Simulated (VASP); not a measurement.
Wanted: the native input for a VASP 6.6.1 run.

* Task: single point
* Functional: LDA
* Potentials or basis: VASP PAW LDA potentials, release 64 (Se)
* Cutoff: 520 eV
* k mesh: 20 × 20 × 20
* Occupations: gaussian, width 0.15 eV
* Spin: no spin polarisation
* Dipole correction: no
* Further INCAR settings: ALGO = Normal; EDIFF = 1e-07; NBANDS = 9

The structure of Se lies in POSCAR:

```
Se
1.0
   -1.7119658580      1.7119658580      1.7034486149
    1.7119658580     -1.7119658580      1.7034486149
    1.7119658580      1.7119658580     -1.7034486149
Se
1
Direct
    0.0000000000      0.0000000000      0.0000000000
```

This isn't the form of Se at room conditions, which is trigonal, of chains.

This cell differs from its parent crystal: strain +0.0050 x Voigt [1, 1, 0, 0, 0, 0].

The input as run:

INCAR

```
PREC = Accurate
ENCUT = 520
EDIFF = 1E-7
ISMEAR = 0
SIGMA = 0.15
LREAL = F
LASPH = T
NELM = 100
ALGO = Normal
ISIF = 2
LWAVE = F
LCHARG = F
GGA = CA
NBANDS = 9
```

KPOINTS

```
Automatic mesh
0
Gamma
  20 20 20
```

Potentials or basis: VASP PAW LDA potentials, release 64 (Se).

The run is started by

```sh
$ cat potpaw_LDA.64/Se/POTCAR > POTCAR
$ mpirun -np 1 vasp_std > vasp.out
```

Results of the run:

| Property | Result |
| --- | --- |
| Pressure | -4.1 GPa |
| Band gap on the k mesh | zero (bands 3 and 4 overlap by 6.84 eV) |

Caveat: the cell differs from its parent crystal (strain +0.0050 x Voigt [1, 1, 0, 0, 0, 0]); the cell stands under tension.

Run time: 27 s on 1 thread of Intel(R) Xeon(R) 6975P-C (Granite Rapids), with other jobs on the host, peak memory 0.22 GiB.
